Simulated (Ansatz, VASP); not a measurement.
BiTe in VASP and in Ansatz

```
Bi Te
1.0
     0.00000    3.29845    3.29845
     3.29845    0.00000    3.29845
     3.29845    3.29845    0.00000
Bi Te
1 1
Direct
  0.00000 0.00000 0.00000
  0.50000 0.50000 0.50000
```

Change from the starting cell: volume scaled by 1.06.

Alike in both runs: task single point; functional PBEsol; k mesh 5 × 5 × 5; occupations gaussian, width 0.01 eV; non-collinear spin, spin-orbit coupling.

|  | VASP | Ansatz |
| --- | --- | --- |
| version | VASP 6.6.1 | Ansatz 0.2.0 |
| potentials or method | VASP PAW PBE potentials, release 64 (Bi_d, Te), cutoff 520 eV | all-electron LAPW, relativistic spinors |

VASP gave:

| Quantity | Value |
| --- | --- |
| pressure (GPa) | -2.1 |

Task: Estimate Ansatz's values.

Result: Pressure (GPa): -2.0.

VASP's potentials were made for PBE, not for PBEsol. Ansatz ran all-electron here, and VASP with PAW potentials.

Noted on Ansatz's run: the k mesh is thin for a metal, which can move the energy by tens of meV per atom.
